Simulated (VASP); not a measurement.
# Hf (P6_3/mmc) in VASP: notebook

The runs below take Hf through single point, with PBEsol.

Program: VASP 6.6.1. These are calculated values, not measurements. Logs are shortened: lines on timing, memory, paths and dates and some standing lists are left out, and cuts for length are marked.

### 1 The cell of the first run

The structure is hexagonal, space group P6_3/mmc (No. 194). Conventional cell: a = 3.023 Å, b = 3.023 Å, c = 9.667 Å, α = 90.00°, β = 90.00°, γ = 120.00°. Within 3.9 Å of Hf (site symmetry -3m) lie 12 Hf at 2.98 to 3.02 Å. Within 3.9 Å of Hf (site symmetry -6m2) lie 12 Hf at 2.98 to 3.02 Å.

### 2 Single point, PBEsol (volume scaled by 0.88)

Input file INCAR:

```
PREC = Accurate ; ENCUT = 520
EDIFF = 1E-7 ; ISMEAR = -1
SIGMA = 0.1 ; LREAL = F
LASPH = T ; NELM = 100
ALGO = Normal ; ISIF = 2
LWAVE = F ; LCHARG = F
GGA = PS ; NBANDS = 28
```

Input file KPOINTS:

```
regular mesh
0
Gamma
  13 13 4
```

Input file POSCAR:

```
Hf
1.0
    3.0227118719      0.0000000000      0.0000000000
   -1.5113559359      2.6177452694      0.0000000000
    0.0000000000      0.0000000000      9.6673019262
Hf
4
Direct
    0.0000000000      0.0000000000      0.0000000000
    1.0000000000      0.0000000000      0.5000000000
    0.3333333333      0.6666666667      0.2500000000
    0.6666666667      0.3333333333      0.7500000000
```

Potentials or basis: VASP PAW PBE potentials, release 64 (Hf_pv).

Started as:

```
> cat potpaw_PBE.64/Hf_pv/POTCAR > POTCAR
> mpirun -np 1 vasp_std > vasp.out
```

OUTCAR:

```text
PREC = Accurate
   ENCUT = 520
   EDIFF = 1E-7
   ISMEAR = -1
   LREAL = F
   LASPH = T
   NELM = 100
   ISIF = 2
   GGA = PS

 ion  position               nearest neighbor table
   1  0.000  0.000  0.000-   3 2.98   4 2.98   3 2.98   4 2.98   4 2.98   3 2.98
   2  0.000  0.000  0.500-   3 2.98   4 2.98   3 2.98   4 2.98   4 2.98   3 2.98
   3  0.333  0.667  0.250-   1 2.98   2 2.98   1 2.98   2 2.98   1 2.98   2 2.98
   4  0.667  0.333  0.750-   1 2.98   2 2.98   1 2.98   2 2.98   1 2.98   2 2.98

  LATTYP: Found a hexagonal cell.
 ALAT       =     3.0227118719
 C/A-ratio  =     3.1982214435

  Lattice vectors:

 A1 = (   3.0227118719,   0.0000000000,   0.0000000000)
 A2 = (  -1.5113559359,   2.6177452694,   0.0000000000)
 A3 = (   0.0000000000,   0.0000000000,   9.6673019262)

Analysis of symmetry for initial positions (statically):
=====================================================================
 Subroutine PRICEL returns:
 Original cell was already a primitive cell.

 Routine SETGRP: Setting up the symmetry group for a
 hexagonal supercell.

 Subroutine GETGRP returns: Found 24 space group operations
 (whereof 12 operations were pure point group operations)
 out of a pool of 24 trial point group operations.

The static configuration has the point symmetry D_3d.
 The point group associated with its full space group is D_6h.

Analysis of symmetry for dynamics (positions and initial velocities):
=====================================================================
 Subroutine PRICEL returns:
 Original cell was already a primitive cell.

 Routine SETGRP: Setting up the symmetry group for a
 hexagonal supercell.

 Subroutine GETGRP returns: Found 24 space group operations
 (whereof 12 operations were pure point group operations)
 out of a pool of 24 trial point group operations.

The dynamic configuration has the point symmetry D_3d.
 The point group associated with its full space group is D_6h.

 Subroutine INISYM returns: Found 24 space group operations
 (whereof 12 operations are pure point group operations),
 and found     1 'primitive' translations

----------------------------------------------------------------------------------------

                                     Primitive cell

  volume of cell :      76.4944

  direct lattice vectors                    reciprocal lattice vectors
     3.022711872  0.000000000  0.000000000     0.330828753  0.191004070  0.000000000
    -1.511355936  2.617745269  0.000000000     0.000000000  0.382008139  0.000000000
     0.000000000  0.000000000  9.667301926     0.000000000  0.000000000  0.103441478

  length of vectors
     3.022711872  3.022711872  9.667301926     0.382008139  0.382008139  0.103441478

  position of ions in fractional coordinates (direct lattice)
     0.000000000  0.000000000  0.000000000
     0.000000000  0.000000000  0.500000000
     0.333333333  0.666666667  0.250000000
     0.666666667  0.333333333  0.750000000

  ion indices of the primitive-cell ions
   primitive index   ion index
                 1           1
                 2           2
                 3           3
                 4           4

----------------------------------------------------------------------------------------

 KPOINTS: regular mesh

Automatic generation of k-mesh.
 Grid dimensions read from file:
 generate k-points for:   13   13    4

 Generating k-lattice:

  Cartesian coordinates                     Fractional coordinates (reciprocal lattice)
     0.025448366  0.014692621  0.000000000     0.076923077  0.000000000  0.000000000
     0.000000000  0.029385241  0.000000000     0.000000000  0.076923077  0.000000000
     0.000000000  0.000000000  0.025860370     0.000000000  0.000000000  0.250000000

  Length of vectors
     0.029385241  0.029385241  0.025860370

  Shift w.r.t. Gamma in fractional coordinates (k-lattice)
     0.000000000  0.000000000  0.000000000

 Subroutine IBZKPT returns following result:
 ===========================================

 Found     63 irreducible k-points:

 Following reciprocal coordinates:
            Coordinates               Weight
  0.000000  0.000000  0.000000      1.000000
  0.076923  0.000000  0.000000      6.000000
  0.153846  0.000000  0.000000      6.000000
  0.230769  0.000000  0.000000      6.000000
  0.307692  0.000000  0.000000      6.000000
  0.384615  0.000000  0.000000      6.000000
[... 16 lines left out ...]
  0.076923  0.000000  0.250000     12.000000
  0.153846  0.000000  0.250000     12.000000
 [... further k-points ...]
   k-points           NKPTS =     63   k-points in BZ     NKDIM =     63   number of bands    NBANDS=     28
   number of dos      NEDOS =    301   number of ions     NIONS =      4
   total plane-waves  NPLWV =  41472
   dimension x,y,z NGX =    24 NGY =   24 NGZ =   72
   dimension x,y,z NGXF=    48 NGYF=   48 NGZF=  144
   ions per type =               4
   NGX,Y,Z   is equivalent  to a cutoff of  13.20, 13.20, 12.38 a.u.
   NGXF,Y,Z  is equivalent  to a cutoff of  26.40, 26.40, 24.76 a.u.
 SYSTEM =  unknown system
   PREC   = accura    normal or accurate (medium, high low for compatibility)
   ISTART =      0    job   : 0-new  1-cont  2-samecut
   ICHARG =      2    charge: 1-file 2-atom 10-const
   ISPIN  =      1    spin polarized calculation?
   LNONCOLLINEAR =      F non collinear calculations
   LSORBIT =      F    spin-orbit coupling
   LASPH  =      T    aspherical Exc in radial PAW
   ENCUT  =  520.0 eV  38.22 Ry    6.18 a.u.   5.62  5.62 17.97*2*pi/ulx,y,z
   NELM   =    100;   NELMIN=  2; NELMDL= -5     # of ELM steps
   EDIFF  = 0.1E-06   stopping-criterion for ELM
   LREAL  =      F    real-space projection
   EDIFFG = 0.1E-05   stopping-criterion for IOM
   NSW    =      0    number of steps for IOM
   IBRION =     -1    ionic relax: 0-MD 1-quasi-New 2-CG
   NFREE  =      0    steps in history (QN), initial steepest desc. (CG)
   ISIF   =      2    stress and relaxation
   ISYM   =      2    0-nonsym 1-usesym 2-fastsym
   POTIM  = 0.5000    time-step for ionic-motion
   TEBEG  =    0.0;   TEEND  =   0.0 temperature during run
   PSTRESS=    0.0 pullay stress
   NELECT =      40.0000    total number of electrons
   NUPDOWN=      -1.0000    fix difference up-down
   EMIN   =  10.00;   EMAX   =-10.00  energy-range for DOS
   EFERMI =   0.00;   METHOD = LEGACY
   ISMEAR =    -1;   SIGMA  =   0.10  broadening in eV -4-tet -1-fermi 0-gaus
   EFERMI_NEDOS =   21; number of points for ismear=-14 and -15
   IALGO  =     38    algorithm
   IMIX   =      4    mixing-type and parameters
     AMIX     =   0.40;   BMIX     =  1.00
     AMIX_MAG =   1.60;   BMIX_MAG =  1.00
  volume/ion in A,a.u.               =      19.12       129.05
  Fermi-wavevector in a.u.,A,eV,Ry     =   1.318920  2.492397 23.668003  1.739549
  Thomas-Fermi vector in A             =   2.448855
   LORBIT       =      0    0 simple, 1 ext, 2 COOP (PROOUT), +10 PAW based schemes
   GGA     = PS    functional components
   LHFCALC =     F    Hartree Fock is set to
   AEXX    =    0.0000 exact exchange contribution
   IVDW    =     0    specifies the selected vdW correction
   LEPSILON=     F    determine dielectric tensor
   LRPA    =     F    only Hartree local field effects (RPA)
 non-spin polarized calculation
  energy-cutoff  :      520.00
  volume of cell :       76.49
 maximum number of plane-waves:      2099
 NGX is ok and might be reduce to    24
   NGX = 11   NGY = 11   NGZ = 35

 number of electron      40.0000002 magnetization

 Free energy of the ion-electron system (eV)
  ---------------------------------------------------
  ext. energy  EPLUGINS =         0.00000000
  ---------------------------------------------------
  free energy    TOTEN  =       -41.38382319 eV

  energy without entropy =      -41.21938236  energy(sigma->0) =      -41.30160278

 E-fermi :   5.7785     XC(G=0): -12.1314

 val. band max:        5.7736918358   @ k =   0.2308   0.2308   0.0000
 cond. band min:       5.7791108885   @ k =   0.3846   0.1538   0.2500
 fundamental gap:      0.0054190528
 Fermi energy:         5.7785154254

 k-point     1 :       0.0000    0.0000    0.0000
  band No.  band energies     occupation
      1     -25.0845      2.00000
      2     -24.4128      2.00000
      3     -24.4050      2.00000
      4     -23.8796      2.00000
      5     -23.8796      2.00000
      6     -23.8099      2.00000
[... 20 lines left out ...]
     27       7.7823      0.00000
     28       7.7823      0.00000

 k-point     2 :       0.0769    0.0000    0.0000
  band No.  band energies     occupation
      1     -25.0591      2.00000
      2     -24.4230      2.00000
      3     -24.4130      2.00000
      4     -23.9378      2.00000
      5     -23.8984      2.00000
      6     -23.8511      2.00000
[... 20 lines left out ...]
     27       7.8332      0.00000
     28       7.9668      0.00000

 k-point     3 :       0.1538    0.0000    0.0000
  band No.  band energies     occupation
      1     -24.9859      2.00000
      2     -24.4690      2.00000
      3     -24.4488      2.00000
      4     -24.0914      2.00000
      5     -23.9669      2.00000
      6     -23.9490      2.00000
[... 20 lines left out ...]
     27       8.3007      0.00000
     28       8.5077      0.00000

 k-point     4 :       0.2308    0.0000    0.0000
  band No.  band energies     occupation
      1     -24.8763      2.00000
      2     -24.5854      2.00000
      3     -24.5368      2.00000
      4     -24.2965      2.00000
      5     -24.1719      2.00000
      6     -24.0172      2.00000
[... 578 lines left out ...]
     27       7.6353      0.00000
     28       7.6353      0.00000

 k-point    23 :       0.0769    0.0000    0.2500
  band No.  band energies     occupation
      1     -25.0122      2.00000
      2     -24.6700      2.00000
      3     -24.1573      2.00000
      4     -23.9296      2.00000
      5     -23.8911      2.00000
      6     -23.8737      2.00000
[... 20 lines left out ...]
     27       7.6472      0.00000
     28       7.7925      0.00000

 k-point    24 :       0.1538    0.0000    0.2500
  band No.  band energies     occupation
      1     -24.9468      2.00000
      2     -24.6638      2.00000
      3     -24.2544      2.00000
      4     -24.0765      2.00000
      5     -24.0094      2.00000
      6     -23.9406      2.00000
[... 20 lines left out ...]
     27       7.9917      0.00000
     28       8.2370      0.00000

 [... further k-points ...]
[... 5 lines left out ...]
  --------------------------------------------------------------------------------------
  -------------------------------------------------------------------------------------
  Total        7.9351899      7.9351899      8.3602466      0.0000000      0.0000000      0.0000000
  in kB      166.2028582    166.2028582    175.1056867      0.0000000      0.0000000      0.0000000
  external PRESSURE =     169.1704677 kB  Pullay stress =       0.0000000 kB

 VOLUME and BASIS-vectors are now :
 -----------------------------------------------------------------------------
  energy-cutoff  :      520.00
  volume of cell :       76.49
      direct lattice vectors                 reciprocal lattice vectors
     3.022711872  0.000000000  0.000000000     0.330828753  0.191004070  0.000000000
    -1.511355936  2.617745269  0.000000000     0.000000000  0.382008139  0.000000000
     0.000000000  0.000000000  9.667301926     0.000000000  0.000000000  0.103441478

 POSITION                                       TOTAL-FORCE (eV/Angst)
 -----------------------------------------------------------------------------------
      0.00000      0.00000      0.00000         0.000000      0.000000      0.000000
      0.00000      0.00000      4.83365         0.000000      0.000000      0.000000
     -0.00000      1.74516      2.41683        -0.000000      0.000000      0.000000
      1.51136      0.87258      7.25048        -0.000000     -0.000000     -0.000000
 -----------------------------------------------------------------------------------
    total drift:                               -0.000000      0.000000      0.000000

  FREE ENERGIE OF THE ION-ELECTRON SYSTEM (eV)
  ---------------------------------------------------
  free  energy   TOTEN  =       -41.3838231907 eV

  energy  without entropy=      -41.2193823620  energy(sigma->0) =      -41.30160278
```

It took 62 s on 1 thread of Intel Xeon 6975P-C (Granite Rapids), shared host; peak memory 0.25 GiB.

What came out:

```yaml
Free_energy: -41.3838 eV
Pressure: 16.9 GPa
Band_gap_on_the_k_mesh: zero (band 20 reaches 6.85 eV, above the bottom of band 21 at 5.18 eV)
```

Caveat: the PAW data sets were made with another functional, which shifts forces and pressure a little; spin-orbit coupling is left out, which moves the levels of the heavy elements.

### 3 Single point, PBEsol (volume scaled by 0.92)

Input file INCAR:

```
SYSTEM = Hf
  ALGO = Normal
  EDIFF = 1E-7
  ENCUT = 520
  GGA = PS
  ISIF = 2
  ISMEAR = -1
  LASPH = .True.
  LCHARG = .False.
  LREAL = .False.
  LWAVE = .False.
  NBANDS = 28
  NELM = 80
  PREC = Accurate
  SIGMA = 0.1
```

Input file KPOINTS:

```
k-points
0
Gamma
  13 13 4
  0 0 0
```

Input file POSCAR:

```
Hf
1.0
    3.0678336267      0.0000000000      0.0000000000
   -1.5339168133      2.6568218553      0.0000000000
    0.0000000000      0.0000000000      9.8116112902
Hf
4
Direct
    0.0000000000      0.0000000000      0.0000000000
    1.0000000000      0.0000000000      0.5000000000
    0.3333333333      0.6666666667      0.2500000000
    0.6666666667      0.3333333333      0.7500000000
```

Potentials or basis: VASP PAW PBE potentials, release 64 (Hf_pv).

Started as:

```
> cat potpaw_PBE.64/Hf_pv/POTCAR > POTCAR
> mpirun -np 1 vasp_std > vasp.out
```

It took 68 s on 1 thread of Intel Xeon 6975P-C (Granite Rapids), shared host; peak memory 0.26 GiB.

The run converged. Its results:

```
Free energy            : -41.6762 eV
Pressure               : 10.2 GPa
Band gap on the k mesh : zero (band 20 reaches 6.53 eV, above the bottom of band 21 at 4.86 eV)
```

Stress tensor (GPa, compression positive):
```
10.04  0.00  0.00
 0.00 10.04  0.00
 0.00  0.00 10.44
```

Levels at points of the mesh, in eV from the Fermi level:
```tsv
k point	band 16	band 17	band 18	band 19	band 20	band 21	band 22	band 23	band 24	band 25
(0.00, 0.00, 0.00)	-3.99	0.13	0.17	1.03	1.03	1.17	1.18	1.18	1.57	1.71
(0.00, 0.00, 0.50)	-4.25	0.39	0.39	1.00	1.00	1.25	1.25	1.25	1.25	1.58
```

Caveat: the PAW data sets were made with another functional, which shifts forces and pressure a little; spin-orbit coupling is left out, which moves the levels of the heavy elements.

### 4 Single point, PBEsol (volume scaled by 0.96)

Input file INCAR:

```
SYSTEM = Hf
PREC = Accurate
ENCUT = 520
EDIFF = 1E-7
ISMEAR = -1
SIGMA = 0.1
LREAL = .FALSE.
LASPH = .TRUE.
NELM = 100
ALGO = Normal
ISIF = 2
LWAVE = .FALSE.
LCHARG = .FALSE.
GGA = PS
NBANDS = 28
```

Input file KPOINTS:

```
Automatic mesh
0
G
  13 13 4
  0 0 0
```

Input file POSCAR:

```
Hf
1.0
    3.1116657433      0.0000000000      0.0000000000
   -1.5558328716      2.6947815818      0.0000000000
    0.0000000000      0.0000000000      9.9517961055
Hf
4
Direct
    0.0000000000      0.0000000000      0.0000000000
    1.0000000000      0.0000000000      0.5000000000
    0.3333333333      0.6666666667      0.2500000000
    0.6666666667      0.3333333333      0.7500000000
```

Started as:

```
> cat potpaw_PBE.64/Hf_pv/POTCAR > POTCAR
> mpirun -np 1 vasp_std > vasp.out
```

Wall time 67 s (1 thread of Intel Xeon 6975P-C (Granite Rapids), shared host); peak memory 0.26 GiB.

Results (log left out):

| Quantity | Value |
| --- | --- |
| Free energy | -41.8340 eV |
| Pressure | 4.5 GPa |
| Band gap on the k mesh | zero (band 20 reaches 6.23 eV, above the bottom of band 21 at 4.58 eV) |

Levels at points of the mesh, in eV from the Fermi level:
```tsv
k point	band 16	band 17	band 18	band 19	band 20	band 21	band 22	band 23	band 24	band 25
(0.00, 0.00, 0.00)	-3.85	0.14	0.19	0.98	1.04	1.04	1.18	1.18	1.55	1.69
(0.00, 0.00, 0.50)	-4.15	0.30	0.30	1.01	1.01	1.25	1.25	1.25	1.25	1.56
```

Caveat: the PAW data sets were made with another functional, which shifts forces and pressure a little; spin-orbit coupling is left out, which moves the levels of the heavy elements.

### 5 The runs side by side

```csv
cell,gap on the mesh (eV),pressure (GPa)
"a = 3.023, b = 3.023, c = 9.667 Å, angles 90.0, 90.0, 120.0°, 4 atoms",none,16.9
"a = 3.068, b = 3.068, c = 9.812 Å, angles 90.0, 90.0, 120.0°, 4 atoms",none,10.2
"a = 3.112, b = 3.112, c = 9.952 Å, angles 90.0, 90.0, 120.0°, 4 atoms",none,4.5
```

Alike in all rows: task single point; level PBEsol; potentials or basis VASP PAW PBE potentials, release 64 (Hf_pv); no spin polarisation; k mesh 13 × 13 × 4; cutoff (eV) 520; smearing fermi-dirac 0.1 eV.

Caveats: the PAW data sets were made with another functional, which shifts forces and pressure a little; spin-orbit coupling is left out, which moves the levels of the heavy elements.

Absolute energies hang on the potentials; compare differences alone.
